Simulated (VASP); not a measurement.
# Pd (Fm-3m) in VASP: single point with PBEsol

Aim: the single point of Pd with PBEsol.

Everything below comes from runs of VASP 6.6.1. Logs are shortened: lines on timing, memory, paths and dates and some standing lists are left out, and cuts for length are marked.

## Step 1: The cell of the first run

It takes space group Fm-3m (No. 225, cubic). The conventional cell has a = 3.875 Å, b = 3.875 Å, c = 3.875 Å, α = 90.00°, β = 90.00°, γ = 90.00°. Within 3.6 Å of Pd (site symmetry m-3m) lie 12 Pd at 2.74 Å.

## Step 2: Single point, PBEsol

Input file INCAR:

```
PREC = Accurate
ENCUT = 500
EDIFF = 1E-6
ISMEAR = 0
SIGMA = 0.1
LREAL = False
LASPH = True
NELM = 120
ALGO = Normal
ISIF = 2
LWAVE = False
LCHARG = False
GGA = PS
NBANDS = 11
GGA_COMPAT = False
```

Input file KPOINTS:

```
regular mesh
0
Gamma
  18 18 18
```

Input file POSCAR:

```
Pd
1.0
    0.0000000000      1.9374199902      1.9374199902
    1.9374199902      0.0000000000      1.9374199902
    1.9374199902      1.9374199902      0.0000000000
Pd
1
Direct
    0.0000000000      0.0000000000      0.0000000000
```

Potentials or basis: VASP PAW PBE potentials, release 64 (Pd).

The run is started by

```bash
$ cat potpaw_PBE.64/Pd/POTCAR > POTCAR
$ mpirun -np 1 vasp_std > vasp.out
```

OUTCAR:

```text
PREC = Accurate
   ENCUT = 500
   EDIFF = 1E-6
   ISMEAR = 0
   LREAL = False
   LASPH = True
   NELM = 120
   ISIF = 2
   GGA = PS

 ion  position               nearest neighbor table
   1  0.000  0.000  0.000-

  LATTYP: Found a face centered cubic cell.
 ALAT       =     3.8748399804

  Lattice vectors:

 A1 = (   0.0000000000,   1.9374199902,   1.9374199902)
 A2 = (   1.9374199902,   0.0000000000,   1.9374199902)
 A3 = (   1.9374199902,   1.9374199902,   0.0000000000)

Analysis of symmetry for initial positions (statically):
=====================================================================
 Subroutine PRICEL returns:
 Original cell was already a primitive cell.

 Routine SETGRP: Setting up the symmetry group for a
 face centered cubic supercell.

 Subroutine GETGRP returns: Found 48 space group operations
 (whereof 48 operations were pure point group operations)
 out of a pool of 48 trial point group operations.

The static configuration has the point symmetry O_h .

Analysis of symmetry for dynamics (positions and initial velocities):
=====================================================================
 Subroutine PRICEL returns:
 Original cell was already a primitive cell.

 Routine SETGRP: Setting up the symmetry group for a
 face centered cubic supercell.

 Subroutine GETGRP returns: Found 48 space group operations
 (whereof 48 operations were pure point group operations)
 out of a pool of 48 trial point group operations.

The dynamic configuration has the point symmetry O_h .

 Subroutine INISYM returns: Found 48 space group operations
 (whereof 48 operations are pure point group operations),
 and found     1 'primitive' translations

----------------------------------------------------------------------------------------

                                     Primitive cell

  volume of cell :      14.5446

  direct lattice vectors                    reciprocal lattice vectors
     0.000000000  1.937419990  1.937419990    -0.258075173  0.258075173  0.258075173
     1.937419990  0.000000000  1.937419990     0.258075173 -0.258075173  0.258075173
     1.937419990  1.937419990  0.000000000     0.258075173  0.258075173 -0.258075173

  length of vectors
     2.739925626  2.739925626  2.739925626     0.446999313  0.446999313  0.446999313

[... 81 lines left out ...]
   NSW    =      0    number of steps for IOM
   IBRION =     -1    ionic relax: 0-MD 1-quasi-New 2-CG
   NFREE  =      0    steps in history (QN), initial steepest desc. (CG)
   ISIF   =      2    stress and relaxation
   ISYM   =      2    0-nonsym 1-usesym 2-fastsym
   POTIM  = 0.5000    time-step for ionic-motion
   TEBEG  =    0.0;   TEEND  =   0.0 temperature during run
   PSTRESS=    0.0 pullay stress
   NELECT =      10.0000    total number of electrons
   NUPDOWN=      -1.0000    fix difference up-down
   EMIN   =  10.00;   EMAX   =-10.00  energy-range for DOS
   EFERMI =   0.00;   METHOD = LEGACY
   ISMEAR =     0;   SIGMA  =   0.10  broadening in eV -4-tet -1-fermi 0-gaus
   EFERMI_NEDOS =   21; number of points for ismear=-14 and -15
   IALGO  =     38    algorithm
   IMIX   =      4    mixing-type and parameters
     AMIX     =   0.40;   BMIX     =  1.00
     AMIX_MAG =   1.60;   BMIX_MAG =  1.00
  volume/ion in A,a.u.               =      14.54        98.15
  Fermi-wavevector in a.u.,A,eV,Ry     =   1.444911  2.730486 28.405800  2.087767
  Thomas-Fermi vector in A             =   2.563152
   LORBIT       =      0    0 simple, 1 ext, 2 COOP (PROOUT), +10 PAW based schemes
   GGA     = PS    functional components
   LHFCALC =     F    Hartree Fock is set to
   AEXX    =    0.0000 exact exchange contribution
   IVDW    =     0    specifies the selected vdW correction
   LEPSILON=     F    determine dielectric tensor
   LRPA    =     F    only Hartree local field effects (RPA)
 non-spin polarized calculation
 Gauss-broadening in eV      SIGMA  =   0.10
  energy-cutoff  :      500.00
  volume of cell :       14.54
 maximum number of plane-waves:       380
   NGX =  9   NGY =  9   NGZ =  9

 number of electron      10.0000002 magnetization

 Free energy of the ion-electron system (eV)
  ---------------------------------------------------
  ext. energy  EPLUGINS =         0.00000000
  ---------------------------------------------------
  free energy    TOTEN  =        -5.96943418 eV

  energy without entropy =       -5.95793398  energy(sigma->0) =       -5.96368408

 E-fermi :   9.8625     XC(G=0): -13.4677

 val. band max:        9.8612735610   @ k =  -0.4444   0.3889   0.1111
 cond. band min:       9.8631199530   @ k =   0.5000   0.1111   0.0000
 fundamental gap:      0.0018463920
 Fermi energy:         9.8625011421

 k-point     1 :       0.0000    0.0000    0.0000
  band No.  band energies     occupation
      1       2.5095      2.00000
      2       6.9401      2.00000
      3       6.9401      2.00000
      4       6.9401      2.00000
      5       8.6111      2.00000
      6       8.6111      2.00000
      7      26.9918      0.00000
      8      31.8430      0.00000
      9      31.8430      0.00000
     10      31.8430      0.00000
     11      35.9078      0.00000
[... 309 lines left out ...]
 k-point    24 :      -0.2222    0.0556    0.0000
  band No.  band energies     occupation
      1       4.2488      2.00000
      2       6.6977      2.00000
      3       7.2741      2.00000
      4       7.3109      2.00000
      5       8.4819      2.00000
      6       9.0221      2.00000
      7      24.8381      0.00000
      8      28.0915      0.00000
      9      32.1565      0.00000
     10      34.4960      0.00000
     11      34.9268      0.00000

 [... further k-points ...]

------------------------ aborting loop because EDIFF is reached ----------------------------------------

  FORCE on cell =-STRESS in cart. coord.  units (eV):
  Direction    XX          YY          ZZ          XY          YZ          ZX
  --------------------------------------------------------------------------------------
  -------------------------------------------------------------------------------------
  Total       -0.0234333     -0.0234333     -0.0234333      0.0000000      0.0000000     -0.0000000
  in kB       -2.5813238     -2.5813238     -2.5813238      0.0000000      0.0000000     -0.0000000
  external PRESSURE =      -2.5813238 kB  Pullay stress =       0.0000000 kB

 VOLUME and BASIS-vectors are now :
 -----------------------------------------------------------------------------
  energy-cutoff  :      500.00
  volume of cell :       14.54
      direct lattice vectors                 reciprocal lattice vectors
     0.000000000  1.937419990  1.937419990    -0.258075173  0.258075173  0.258075173
     1.937419990  0.000000000  1.937419990     0.258075173 -0.258075173  0.258075173
     1.937419990  1.937419990  0.000000000     0.258075173  0.258075173 -0.258075173

 POSITION                                       TOTAL-FORCE (eV/Angst)
 -----------------------------------------------------------------------------------
      0.00000      0.00000      0.00000         0.000000      0.000000      0.000000
 -----------------------------------------------------------------------------------
    total drift:                                0.000000     -0.000000      0.000000

  FREE ENERGIE OF THE ION-ELECTRON SYSTEM (eV)
  ---------------------------------------------------
  free  energy   TOTEN  =        -5.9694341805 eV

  energy  without entropy=       -5.9579339761  energy(sigma->0) =       -5.96368408
```

Run time: 20 s. Hardware: 1 thread of Intel Xeon 8259CL, shared host; peak memory 0.15 GiB.

What came out:

- Free energy: -5.9694 eV
- Pressure: -0.3 GPa
- Band gap on the k mesh: zero (bands 5 and 6 overlap by 1.62 eV)

Caveat: the PAW data sets were made with another functional, which shifts forces and pressure a little.
